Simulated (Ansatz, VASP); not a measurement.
# AlN: VASP beside Ansatz

```
Al N
1.0
     3.11100    0.00000    0.00000
    -1.55550    2.69421    0.00000
     0.00000    0.00000    4.97800
Al N
2 2
Direct
  0.33333 0.66667 0.00000
  0.66667 0.33333 0.50000
  0.02912 0.44397 0.38500
  0.66667 0.33333 0.88500
```

Alike in both runs: task single point; functional PBEsol; k mesh 12 × 12 × 6; occupations gaussian, width 0.05 eV; no spin polarisation.

|  | VASP | Ansatz |
| --- | --- | --- |
| version | VASP 6.6.1 | Ansatz 0.2.0 |
| potentials or method | VASP PAW PBE potentials, release 64 (Al, N), cutoff 600 eV | scalar-relativistic, plane waves, PAW |
| valence electrons in the cell | 16 | 16 |

```tsv
	VASP	Ansatz	Ansatz less VASP
gap on the k mesh at the Fermi level (eV)	3.18	3.16	-0.023
least direct gap on the mesh (eV)	3.26	3.26	+0.002
rms of the force components (eV/Å)	29.873	32.641	+2.7683
```

VASP's potentials were made for PBE, not for PBEsol. Atom by atom the forces differ by 2.770 eV/Å (rms over components). With one functional, cell and mesh, what is left measures potentials, basis and numerics.
